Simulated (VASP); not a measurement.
TiO: single point with PBEsol

The system is TiO.

```
Ti O
1.0
     2.83510    0.00000    0.00000
    -1.41755    2.45527    0.00000
     0.00000    0.00000    2.90550
Ti O
1 1
Direct
  0.66667 0.33333 0.00000
  0.00000 0.00000 0.50000
```

* Program: VASP 6.6.1
* Task: single point
* Functional: PBEsol
* Potentials or basis: VASP PAW PBE potentials, release 64 (Ti_sv, O)
* Cutoff: 520 eV
* k mesh: 18 × 18 × 16
* Occupations: gaussian, width 0.15 eV
* Spin: no spin polarisation
* Dipole correction: no
* Further INCAR settings: ALGO = Normal; EDIFF = 1e-06; NBANDS = 16

```
Pressure               : -15.6 GPa
Band gap on the k mesh : zero (band 9 reaches 10.69 eV, above the bottom of band 10 at 10.61 eV)
```

Stress tensor (GPa, compression positive):
```
-12.21   0.00   0.00
  0.00 -12.21   0.00
  0.00   0.00 -22.50
```

Levels at points of the mesh, in eV from the Fermi level:
| k point | band 6 | band 7 | band 8 | band 9 | band 10 | band 11 | band 12 | band 13 |
| --- | --- | --- | --- | --- | --- | --- | --- | --- |
| (0.00, 0.00, 0.00) | -5.33 | -5.24 | -5.24 | -2.85 | 1.43 | 1.51 | 1.51 | 1.98 |
| (0.50, 0.00, 0.00) | -8.63 | -6.31 | -5.07 | -2.32 | 1.50 | 1.96 | 2.57 | 2.87 |
| (0.00, 0.00, 0.50) | -8.99 | -4.91 | -4.91 | 0.03 | 0.03 | 0.56 | 1.89 | 1.89 |
| (0.50, 0.00, 0.50) | -7.66 | -7.61 | -6.19 | -0.82 | 1.60 | 2.79 | 2.84 | 3.34 |

It took 42 s on 1 thread of Intel(R) Xeon(R) 6975P-C (Granite Rapids), on a shared host, peak memory 0.22 GiB.

Caveat: the PAW data sets were made with another functional, which shifts forces and pressure a little; semilocal functionals often make such compounds metallic where correlation or magnetic order opens a gap, which also shifts bond lengths.
